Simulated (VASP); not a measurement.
BeS:

```xyz
2
Lattice="0.0000 2.4352 2.4352 2.4352 0.0000 2.4352 2.4352 2.4352 0.0000" Properties=species:S:1:pos:R:3 pbc="T T T"
Be    0.0000    0.0000    0.0000
S     3.6527    3.6527    3.6527
```

Base run:

| Quantity | Value |
| --- | --- |
| Program | VASP 6.6.1 |
| Functional | revPBE |
| Potentials or basis | VASP PAW PBE potentials, release 64 (Be, S) |
| Cutoff | 520 eV |
| k mesh | 8 × 8 × 8 |
| Occupations | gaussian, width 0.1 eV |
| Spin | no spin polarisation |

Its results: band gap on the k mesh 3.22 eV, indirect (least direct gap 5.72 eV); pressure 2.1 GPa.

Problem. The run is repeated on the same cell with these changes: functional from revPBE to PBE. What comes out?

Solution. Band gap on the k mesh 3.14 eV, indirect (least direct gap 5.67 eV); pressure 0.3 GPa.

PBE binds more tightly than revPBE, so the same cell stands under less pressure.

Caveats: the PAW data sets were made with another functional, which shifts forces and pressure a little (some runs).

A k mesh can miss the band edges.
